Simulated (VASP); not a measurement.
P, 4 atoms in the cell. Symmetry: Cmce, No. 64, orthorhombic system. Conventional cell: a = 3.322 Å, b = 10.193 Å, c = 4.163 Å, α = 90.00°, β = 90.00°, γ = 90.00°. Within 2.9 Å of P (site symmetry m) lie 3 P at 2.23 to 2.25 Å. 

```yaml
Program: VASP 6.6.1
Task: single point
Functional: PBE
Dispersion: D3(BJ)
Potentials_or_basis: VASP PAW PBE potentials, release 64 (P)
Cutoff: 520 eV
k_mesh: 12 × 12 × 8
Occupations: gaussian, width 0.01 eV
Spin: no spin polarisation
Dipole_correction: no
Further_INCAR_settings: ALGO = Normal; EDIFF = 1e-06; NBANDS = 18
```

Potentials or basis: VASP PAW PBE potentials, release 64 (P).

Command:

```bash
$ cat potpaw_PBE.64/P/POTCAR > POTCAR
$ mpirun -np 1 vasp_std > vasp.out
```

Hardware: 1 thread of Intel(R) Xeon(R) 6975P-C (Granite Rapids), with other jobs on the host.

**Question.** How long does it take, and how much memory?

**Answer.** Run time: 83 s on 1 thread of Intel(R) Xeon(R) 6975P-C (Granite Rapids) (shared host), peak memory 0.34 GiB. Counts: scf iterations 12, k points 215.
